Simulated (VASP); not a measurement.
Runs of VASP 6.6.1 on Ru. The structure is that of space group P6_3/mmc (No. 194), or close to it. The cells are those of the table. 

```tsv
cell	gap on the mesh (eV)	pressure (GPa)
a = 2.797, b = 2.797, c = 4.252 Å, angles 90.0, 90.0, 120.0°, 2 atoms	none	-21.8
a = 2.690, b = 2.690, c = 4.252 Å, angles 90.0, 90.0, 120.0°, 2 atoms	none	0.4
a = 2.618, b = 2.618, c = 4.252 Å, angles 90.0, 90.0, 120.0°, 2 atoms	none	(b)
a = 2.725, b = 2.725, c = 4.252 Å, angles 90.0, 90.0, 120.0°, 2 atoms	none	-8.5
a = 2.582, b = 2.582, c = 4.252 Å, angles 90.0, 90.0, 120.0°, 2 atoms	none	(a)
```

Alike in all rows: task single point; level PBEsol; potentials or basis VASP PAW PBE potentials, release 64 (Ru_pv); no spin polarisation; k mesh 18 × 18 × 10; cutoff (eV) 520; smearing gaussian 0.15 eV.

Estimate the missing entries.

(a) 34.6; (b) 21.3.

Caveats: the PAW data sets were made with another functional, which shifts forces and pressure a little.

A k mesh can miss the band edges, and the runs leave out spin-orbit coupling on Ru.

A gap of «none» marks levels without a gap at the run's occupations.
